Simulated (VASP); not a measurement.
# Mo in VASP: a series of runs

Mo is run at these levels: PBE, PBEsol+D4, RPBE+D3(BJ), RPBE+D4; tasks: single point, relaxation of cell and atoms.

All numbers are computed with VASP 6.6.1; they aren't measurements. Logs are shortened: lines on timing, memory, paths and dates and some standing lists are left out, and cuts for length are marked.

**1. The cell of the first run**

The structure is tetragonal, space group I4/mmm (No. 139). The conventional cell has a = 3.168 Å, b = 3.168 Å, c = 3.231 Å, α = 90.00°, β = 90.00°, γ = 90.00°. Mo (site symmetry 4/mmm) has 14 Mo at 2.76 to 3.23 Å within 3.6 Å.

**2. Single point, PBE**

The input, INCAR:

```
SYSTEM = Mo
PREC = Accurate
ENCUT = 520
EDIFF = 1E-6
ISMEAR = -1
SIGMA = 0.05
LREAL = .FALSE.
LASPH = .TRUE.
NELM = 60
ALGO = Fast
ISIF = 2
LWAVE = .FALSE.
LCHARG = .FALSE.
GGA = PE
NBANDS = 13
```

The input, KPOINTS:

```
regular mesh
0
G
  10 10 10
  0 0 0
```

The input, POSCAR:

```
Mo
1.0
   -1.5838089719      1.5838089719      1.6154851513
    1.5838089719     -1.5838089719      1.6154851513
    1.5838089719      1.5838089719     -1.6154851513
Mo
1
Direct
    0.0000000000      0.0000000000      0.0000000000
```

Potentials or basis: VASP PAW PBE potentials, release 64 (Mo_sv).

Launch:

```sh
$ cat potpaw_PBE.64/Mo_sv/POTCAR > POTCAR
$ mpirun -np 1 vasp_std > vasp.out
```

OUTCAR:

```text
SYSTEM = Mo
   PREC = Accurate
   ENCUT = 520
   EDIFF = 1E-6
   ISMEAR = -1
   LREAL = .FALSE.
   LASPH = .TRUE.
   NELM = 60
   ISIF = 2
   GGA = PE

 ion  position               nearest neighbor table
   1  0.000  0.000  0.000-

  LATTYP: Found a body centered tetragonal cell.
 ALAT       =     3.1676179438
 C/A-ratio  =     1.0200000000

  Lattice vectors:

 A1 = (  -1.5838089719,   1.5838089719,   1.6154851513)
 A2 = (   1.5838089719,  -1.5838089719,   1.6154851513)
 A3 = (   1.5838089719,   1.5838089719,  -1.6154851513)

Analysis of symmetry for initial positions (statically):
=====================================================================
 Subroutine PRICEL returns:
 Original cell was already a primitive cell.

 Routine SETGRP: Setting up the symmetry group for a
 body centered tetragonal supercell.

 Subroutine GETGRP returns: Found 16 space group operations
 (whereof 16 operations were pure point group operations)
 out of a pool of 16 trial point group operations.

The static configuration has the point symmetry D_4h.

Analysis of symmetry for dynamics (positions and initial velocities):
=====================================================================
 Subroutine PRICEL returns:
 Original cell was already a primitive cell.

 Routine SETGRP: Setting up the symmetry group for a
 body centered tetragonal supercell.

 Subroutine GETGRP returns: Found 16 space group operations
 (whereof 16 operations were pure point group operations)
 out of a pool of 16 trial point group operations.

The dynamic configuration has the point symmetry D_4h.

 Subroutine INISYM returns: Found 16 space group operations
 (whereof 16 operations are pure point group operations),
 and found     1 'primitive' translations

----------------------------------------------------------------------------------------

                                     Primitive cell

  volume of cell :      16.2095

  direct lattice vectors                    reciprocal lattice vectors
    -1.583808972  1.583808972  1.615485151     0.000000000  0.315694638  0.309504547
     1.583808972 -1.583808972  1.615485151     0.315694638  0.000000000  0.309504547
     1.583808972  1.583808972 -1.615485151     0.315694638  0.315694638  0.000000000

  length of vectors
     2.761646971  2.761646971  2.761646971     0.442104251  0.442104251  0.446459639

  position of ions in fractional coordinates (direct lattice)
     0.000000000  0.000000000  0.000000000

  ion indices of the primitive-cell ions
   primitive index   ion index
                 1           1

----------------------------------------------------------------------------------------

 KPOINTS: regular mesh

Automatic generation of k-mesh.
 Grid dimensions read from file:
 generate k-points for:   10   10   10

 Generating k-lattice:

  Cartesian coordinates                     Fractional coordinates (reciprocal lattice)
     0.000000000  0.031569464  0.030950455     0.100000000  0.000000000 -0.000000000
     0.031569464  0.000000000  0.030950455     0.000000000  0.100000000 -0.000000000
     0.031569464  0.031569464  0.000000000     0.000000000  0.000000000  0.100000000

  Length of vectors
     0.044210425  0.044210425  0.044645964

  Shift w.r.t. Gamma in fractional coordinates (k-lattice)
     0.000000000  0.000000000  0.000000000

 Subroutine IBZKPT returns following result:
 ===========================================

 Found    102 irreducible k-points:

 Following reciprocal coordinates:
            Coordinates               Weight
  0.000000  0.000000  0.000000      1.000000
  0.100000 -0.000000  0.000000      8.000000
  0.200000 -0.000000  0.000000      8.000000
  0.300000  0.000000  0.000000      8.000000
  0.400000 -0.000000  0.000000      8.000000
  0.500000 -0.000000  0.000000      4.000000
[... 16 lines left out ...]
  0.300000  0.300000  0.000000      8.000000
  0.400000  0.300000  0.000000     16.000000
 [... further k-points ...]
   k-points           NKPTS =    102   k-points in BZ     NKDIM =    102   number of bands    NBANDS=     13
   number of dos      NEDOS =    301   number of ions     NIONS =      1
   total plane-waves  NPLWV =  13824
   dimension x,y,z NGX =    24 NGY =   24 NGZ =   24
   dimension x,y,z NGXF=    48 NGYF=   48 NGZF=   48
   ions per type =               1
   NGX,Y,Z   is equivalent  to a cutoff of  14.45, 14.45, 14.45 a.u.
   NGXF,Y,Z  is equivalent  to a cutoff of  28.90, 28.90, 28.90 a.u.
 SYSTEM =  Mo
   PREC   = accura    normal or accurate (medium, high low for compatibility)
   ISTART =      0    job   : 0-new  1-cont  2-samecut
   ICHARG =      2    charge: 1-file 2-atom 10-const
   ISPIN  =      1    spin polarized calculation?
   LNONCOLLINEAR =      F non collinear calculations
   LSORBIT =      F    spin-orbit coupling
   LASPH  =      T    aspherical Exc in radial PAW
   ENCUT  =  520.0 eV  38.22 Ry    6.18 a.u.   5.13  5.13  5.13*2*pi/ulx,y,z
   NELM   =     60;   NELMIN=  2; NELMDL= -5     # of ELM steps
   EDIFF  = 0.1E-05   stopping-criterion for ELM
   LREAL  =      F    real-space projection
   EDIFFG = 0.1E-04   stopping-criterion for IOM
   NSW    =      0    number of steps for IOM
   IBRION =     -1    ionic relax: 0-MD 1-quasi-New 2-CG
   NFREE  =      0    steps in history (QN), initial steepest desc. (CG)
   ISIF   =      2    stress and relaxation
   ISYM   =      2    0-nonsym 1-usesym 2-fastsym
   POTIM  = 0.5000    time-step for ionic-motion
   TEBEG  =    0.0;   TEEND  =   0.0 temperature during run
   PSTRESS=    0.0 pullay stress
   NELECT =      14.0000    total number of electrons
   NUPDOWN=      -1.0000    fix difference up-down
   EMIN   =  10.00;   EMAX   =-10.00  energy-range for DOS
   EFERMI =   0.00;   METHOD = LEGACY
   ISMEAR =    -1;   SIGMA  =   0.05  broadening in eV -4-tet -1-fermi 0-gaus
   EFERMI_NEDOS =   21; number of points for ismear=-14 and -15
   IALGO  =     68    algorithm
   IMIX   =      4    mixing-type and parameters
     AMIX     =   0.40;   BMIX     =  1.00
     AMIX_MAG =   1.60;   BMIX_MAG =  1.00
  volume/ion in A,a.u.               =      16.21       109.39
  Fermi-wavevector in a.u.,A,eV,Ry     =   1.559055  2.946186 33.071018  2.430651
  Thomas-Fermi vector in A             =   2.662469
   LORBIT       =      0    0 simple, 1 ext, 2 COOP (PROOUT), +10 PAW based schemes
   GGA     = PE    functional components
   LHFCALC =     F    Hartree Fock is set to
   AEXX    =    0.0000 exact exchange contribution
   IVDW    =     0    specifies the selected vdW correction
   LEPSILON=     F    determine dielectric tensor
   LRPA    =     F    only Hartree local field effects (RPA)
 non-spin polarized calculation
 RMM-DIIS sequential band-by-band and
  energy-cutoff  :      520.00
  volume of cell :       16.21
 maximum number of plane-waves:       450
 NGX is ok and might be reduce to    24
   NGX = 11   NGY = 11   NGZ = 11

 number of electron      14.0000000 magnetization

 Free energy of the ion-electron system (eV)
  ---------------------------------------------------
  ext. energy  EPLUGINS =         0.00000000
  ---------------------------------------------------
  free energy    TOTEN  =       -10.91220382 eV

  energy without entropy =      -10.90310282  energy(sigma->0) =      -10.90765332

 E-fermi :  12.1126     XC(G=0): -13.1842

 val. band max:       12.1046212572   @ k =  -0.2000   0.2000   0.2000
 cond. band min:      12.1267775928   @ k =  -0.3000   0.3000   0.3000
 fundamental gap:      0.0221563356
 Fermi energy:        12.1125540638

 k-point     1 :       0.0000    0.0000    0.0000
  band No.  band energies     occupation
      1     -49.2432      2.00000
      2     -22.5911      2.00000
      3     -22.5891      2.00000
      4     -22.5891      2.00000
      5       4.9056      2.00000
      6      10.6633      2.00000
      7      10.6633      2.00000
      8      10.8748      2.00000
      9      13.4816      0.00000
     10      13.7575      0.00000
     11      26.5506      0.00000
     12      26.9192      0.00000
     13      26.9192      0.00000

 k-point     2 :       0.1000   -0.0000    0.0000
  band No.  band energies     occupation
      1     -49.2219      2.00000
      2     -22.7168      2.00000
      3     -22.6278      2.00000
      4     -22.5904      2.00000
      5       5.3190      2.00000
      6      10.5330      2.00000
      7      10.6234      2.00000
      8      11.1727      2.00000
      9      13.2315      0.00000
     10      13.7123      0.00000
     11      26.9684      0.00000
     12      27.4980      0.00000
     13      27.6160      0.00000

 k-point     3 :       0.2000   -0.0000    0.0000
  band No.  band energies     occupation
      1     -49.1657      2.00000
      2     -23.0406      2.00000
      3     -22.7279      2.00000
      4     -22.5913      2.00000
      5       6.3407      2.00000
      6      10.0145      2.00000
      7      10.4540      2.00000
      8      12.2756      0.07393
      9      12.9694      0.00000
     10      13.7380      0.00000
     11      27.0992      0.00000
     12      28.2176      0.00000
     13      29.5411      0.00000
[... 305 lines left out ...]
 k-point    23 :       0.3000    0.3000    0.0000
  band No.  band energies     occupation
      1     -48.9907      2.00000
      2     -23.5645      2.00000
      3     -23.3218      2.00000
      4     -22.7403      2.00000
      5       8.3603      2.00000
      6       9.4389      2.00000
      7      10.1325      2.00000
      8      13.8039      0.00000
      9      14.1703      0.00000
     10      20.3597      0.00000
     11      22.2247      0.00000
     12      23.5536      0.00000
     13      28.8121      0.00000

 k-point    24 :       0.4000    0.3000    0.0000
  band No.  band energies     occupation
      1     -48.9896      2.00000
      2     -23.5663      2.00000
      3     -23.3224      2.00000
      4     -22.7462      2.00000
      5       8.3062      2.00000
      6       9.3806      2.00000
      7      10.2251      2.00000
      8      13.7080      0.00000
      9      14.3833      0.00000
     10      20.4739      0.00000
     11      22.1014      0.00000
     12      23.4869      0.00000
     13      28.7538      0.00000

 [... further k-points ...]
[... 5 lines left out ...]
  --------------------------------------------------------------------------------------
  -------------------------------------------------------------------------------------
  Total       -0.4707096     -0.4707096     -0.8951211      0.0000000      0.0000000      0.0000000
  in kB      -46.5259319    -46.5259319    -88.4756624      0.0000000      0.0000000      0.0000000
  external PRESSURE =     -60.5091754 kB  Pullay stress =       0.0000000 kB

 VOLUME and BASIS-vectors are now :
 -----------------------------------------------------------------------------
  energy-cutoff  :      520.00
  volume of cell :       16.21
      direct lattice vectors                 reciprocal lattice vectors
    -1.583808972  1.583808972  1.615485151     0.000000000  0.315694638  0.309504547
     1.583808972 -1.583808972  1.615485151     0.315694638  0.000000000  0.309504547
     1.583808972  1.583808972 -1.615485151     0.315694638  0.315694638  0.000000000

 POSITION                                       TOTAL-FORCE (eV/Angst)
 -----------------------------------------------------------------------------------
      0.00000      0.00000      0.00000         0.000000      0.000000     -0.000000
 -----------------------------------------------------------------------------------
    total drift:                                0.000000      0.000000      0.000000

  FREE ENERGIE OF THE ION-ELECTRON SYSTEM (eV)
  ---------------------------------------------------
  free  energy   TOTEN  =       -10.9122038156 eV

  energy  without entropy=      -10.9031028155  energy(sigma->0) =      -10.90765332
```

Run time: 15 s. Hardware: 1 thread of AMD EPYC 9R45 (Zen 5), shared host; peak memory 0.12 GiB.

What came out:

| Quantity | Value |
| --- | --- |
| Free energy | -10.9122 eV |
| Pressure | -6.1 GPa |
| Band gap on the k mesh | zero (band 7 reaches 15.76 eV, above the bottom of band 8 at 10.87 eV) |

Stress tensor (GPa, compression positive):
```
-4.65  0.00  0.00
 0.00 -4.65  0.00
 0.00  0.00 -8.85
```

**3. Single point, PBE**

This run uses another cell than the first one, of 16.53 Å³/atom, 1.020 times its volume.

The input, INCAR:

```
SYSTEM = Mo
  ALGO = Normal
  EDIFF = 1E-7
  ENCUT = 520
  GGA = PE
  ISIF = 2
  ISMEAR = -1
  LASPH = .True.
  LCHARG = .True.
  LELF = .True.
  LREAL = .False.
  LVHAR = .True.
  LWAVE = .False.
  NBANDS = 13
  NELM = 100
  PREC = Accurate
  SIGMA = 0.05
```

The input, KPOINTS:

```
k-points
0
Gamma
  10 10 10
  0 0 0
```

The input, POSCAR:

```
Mo
1.0
   -1.5838089719      1.5838089719      1.6471613308
    1.5838089719     -1.5838089719      1.6471613308
    1.5838089719      1.5838089719     -1.6471613308
Mo
1
Direct
    0.0000000000      0.0000000000      0.0000000000
```

Potentials or basis: VASP PAW PBE potentials, release 64 (Mo_sv).

Launch:

```sh
$ cat potpaw_PBE.64/Mo_sv/POTCAR > POTCAR
$ mpirun -np 1 vasp_std > vasp.out
```

Run time: 14 s. Hardware: 1 thread of AMD EPYC 9R45 (Zen 5), shared host; peak memory 0.12 GiB.

Results (log left out):

```yaml
Free_energy: -10.8876 eV
Pressure: -10.2 GPa
Band_gap_on_the_k_mesh: zero (band 7 reaches 15.31 eV, above the bottom of band 8 at 10.71 eV)
```

Stress tensor (GPa, compression positive):
```
 -7.41   0.00   0.00
  0.00  -7.41   0.00
  0.00   0.00 -15.90
```

Levels at points of the mesh, in eV from the Fermi level:
| k point | band 5 | band 6 | band 7 | band 8 | band 9 | band 10 |
| --- | --- | --- | --- | --- | --- | --- |
| (0.00, 0.00, 0.00) | -7.11 | -1.44 | -1.44 | -1.04 | 1.23 | 1.74 |
| (0.50, 0.00, 0.00) | -5.05 | -3.05 | 1.23 | 1.28 | 2.10 | 4.26 |
| (0.50, 0.50, 0.00) | -5.09 | -3.49 | 1.57 | 1.85 | 2.26 | 4.36 |
| (0.50, 0.50, 0.50) | -5.13 | -5.04 | 3.53 | 3.66 | 3.66 | 7.91 |

(Continued in part 2 of 2.)
